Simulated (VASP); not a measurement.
InGaO: single point with PBE

The system is InGaO.

```
In Ga O
1.0
     3.92453    0.00000    0.00000
    -1.96227    3.39875    0.00000
     0.00000    0.00000    4.68380
In Ga O
1 1 1
Cartesian
  0.0000 0.0000 0.0000
  1.9623 1.1329 2.3419
  0.0000 2.2658 2.3419
```

The cell was built from a structure type or drawn by symmetry, and may not be a known phase.

* Program: VASP 6.6.1
* Task: single point
* Functional: PBE
* Potentials or basis: VASP PAW PBE potentials, release 64 (In_d, Ga_d, O)
* Cutoff: 520 eV
* k mesh: 6 × 6 × 4
* Occupations: gaussian, width 0.1 eV
* Spin: no spin polarisation

- Pressure: -5.7 GPa
- Band gap on the k mesh: 0.18 eV (least direct gap 0.39 eV)

Stress tensor (GPa, compression positive):
```
-8.23  0.00  0.00
 0.00 -8.23  0.00
 0.00  0.00 -0.56
```

Levels at points of the mesh, in eV from the valence-band top:
| k point | band 13 | band 14 | band 15 | band 16 | band 17 | band 18 | band 19 | band 20 |
| --- | --- | --- | --- | --- | --- | --- | --- | --- |
| (0.00, 0.00, 0.00) | -3.40 | -2.86 | -2.86 | -0.53 | 1.90 | 4.11 | 4.11 | 7.17 |
| (0.50, 0.00, 0.00) | -3.56 | -3.11 | -2.32 | -0.89 | 1.79 | 2.46 | 3.98 | 4.93 |
| (0.00, 0.00, 0.50) | -4.24 | -2.85 | -2.85 | -1.08 | 5.58 | 5.58 | 5.71 | 6.10 |
| (0.50, 0.00, 0.50) | -3.73 | -3.42 | -3.11 | -0.41 | 0.18 | 1.94 | 3.96 | 6.20 |

It took 51 s on 1 thread of Intel Xeon 8259CL, with other jobs on the host, peak memory 0.19 GiB.

Caveat: the cell stands under tension; spin-orbit coupling is left out, which moves the levels of the heavy elements. A k mesh can miss the band edges.
